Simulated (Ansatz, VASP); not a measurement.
**One calculation of BaTiO3, two programs**

```
Ba Ti O
1.0
     2.82767    1.63255    2.27138
    -2.82767    1.63255    2.27138
     0.00000   -3.26511    2.27138
Ba Ti O
1 1 3
Direct
  0.00000 0.00000 0.00000
  0.51400 0.51400 0.51400
  0.49160 0.49160 0.98150
  0.49160 0.98150 0.49160
  0.98150 0.49160 0.49160
```

Change from the starting cell: zz strain of -2 %.

Alike in both runs: task single point; functional LDA; k mesh 9 × 9 × 9; occupations fermi-dirac, width 0.05 eV; no spin polarisation.

|  | VASP | Ansatz |
| --- | --- | --- |
| version | VASP 6.6.1 | Ansatz 0.2.0 |
| potentials or method | VASP PAW LDA potentials, release 64 (Ba_sv, Ti_sv, O), cutoff 520 eV | all-electron LAPW, scalar-relativistic |

Ansatz gave:

```
gap on the k mesh at the Fermi level (eV)                     : 2.39
pressure (GPa)                                                : -2.7
traceless stress, the component that is largest in VASP (GPa) : 2.93
rms of the force components (eV/Å)                            : 0.086
```

Problem. What did VASP give for the same quantities?

Solution. gap on the k mesh at the Fermi level (eV): 2.34; pressure (GPa): -0.4; traceless stress, the component that is largest in VASP (GPa): 2.97; rms of the force components (eV/Å): 0.118.

LDA's correlation is that of Perdew and Zunger in VASP and of Perdew and Wang (1992) in Ansatz. Atom by atom the forces differ by 0.039 eV/Å (rms over components). Ansatz ran all-electron here, and VASP with PAW potentials.

Neither program's run includes spin-orbit coupling.
